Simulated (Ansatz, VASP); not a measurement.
# Two plane-wave programs on Ta

```xyz
4
Lattice="-2.8385 0.0000 0.0000 0.0000 4.9165 0.0000 1.4193 -2.4582 -5.0659" Properties=species:S:1:pos:R:3 pbc="T T T"
Ta   -0.0031    3.2790   -1.2717
Ta   -1.4161    0.8181   -1.2613
Ta   -1.4305   -0.8023   -3.7720
Ta    0.0112    1.6217   -3.8269
```

Alike in both runs: task single point; functional LDA; k mesh 12 × 12 × 12; occupations gaussian, width 0.15 eV; no spin polarisation.

|  | VASP | Ansatz |
| --- | --- | --- |
| version | VASP 6.6.1 | Ansatz 0.2.0 |
| potentials or method | VASP PAW LDA potentials, release 64 (Ta_pv), cutoff 520 eV | scalar-relativistic, plane waves, PAW |
| valence electrons in the cell | 44 | 52 |

|  | VASP | Ansatz | Ansatz less VASP |
| --- | --- | --- | --- |
| gap on the k mesh at the Fermi level (eV) | none | none | - |
| pressure (GPa) | 0.8 | 0.0 | -0.80 |
| traceless stress, the component that is largest in VASP (GPa) | -0.23 | -0.22 | +0.005 |
| rms of the force components (eV/Å) | 0.158 | 0.155 | -0.0024 |

LDA's correlation is that of Perdew and Zunger in VASP and of Perdew and Wang (1992) in Ansatz. Atom by atom the forces differ by 0.003 eV/Å (rms over components). A gap of «none» marks a metal or a gap that the smearing closes. VASP's potentials hold 44 valence electrons a cell and Ansatz's 52, so a difference there can come from the potentials and not from the codes.

Neither program's run includes spin-orbit coupling.
